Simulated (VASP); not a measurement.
# AlCo3: single point with PBEsol

Crystal: AlCo3.

```
Al Co
1.0
     3.52932    0.00000    0.00000
     0.00000    3.52932    0.00000
     0.00000    0.00000    3.52932
Al Co
1 3
Direct
  0.00000 0.00000 0.00000
  0.50000 0.50000 0.00000
  0.50000 0.00000 0.50000
  0.00000 0.50000 0.50000
```

```
Program                : VASP 6.6.1
Task                   : single point
Functional             : PBEsol
Potentials or basis    : VASP PAW PBE potentials, release 64 (Al, Co)
Cutoff                 : 520 eV
k mesh                 : 12 × 12 × 12
Occupations            : gaussian, width 0.1 eV
Spin                   : collinear spin, ferromagnetic start
Starting moments       : [0.0, 1.45, 1.45, 1.45] μB
Dipole correction      : no
Further INCAR settings : ALGO = Normal; EDIFF = 1e-06; NBANDS = 27
```

The pressure is -0.4 GPa and the net moment is 3.78 μB per cell. The site moments are Al -0.04; Co +1.29 μB and the valence electrons inside the program's atomic spheres are Al 0.84; Co 8.37.

Levels at points of the mesh, in eV from the Fermi level:
Spin up:
```
           k point  band 15  band 16  band 17  band 18  band 19  band 20
(0.00, 0.00, 0.00)    -0.09    -0.09     0.85     0.85     0.85     6.95
(0.50, 0.00, 0.00)    -1.35    -0.88    -0.09     5.75     5.75     5.75
(0.50, 0.50, 0.00)    -1.15    -1.15    -0.68     0.91     0.91     8.39
(0.50, 0.50, 0.50)    -1.27    -0.35    -0.32    -0.32    -0.32     3.71
```
Spin down:
```
           k point  band 11  band 12  band 13  band 14  band 15  band 16
(0.00, 0.00, 0.00)     0.61     0.61     0.88     0.88     0.88     1.06
(0.50, 0.00, 0.00)    -0.85    -0.24    -0.23    -0.23     0.02     0.69
(0.50, 0.50, 0.00)    -0.41    -0.40    -0.34    -0.34     0.09     0.11
(0.50, 0.50, 0.50)    -0.36    -0.36    -0.36    -0.20    -0.06    -0.06
```

It took 5 min on 1 thread of Intel Xeon 8259CL, on a shared host, peak memory 0.28 GiB.

Caveat: the PAW data sets were made with another functional, which shifts forces and pressure a little.
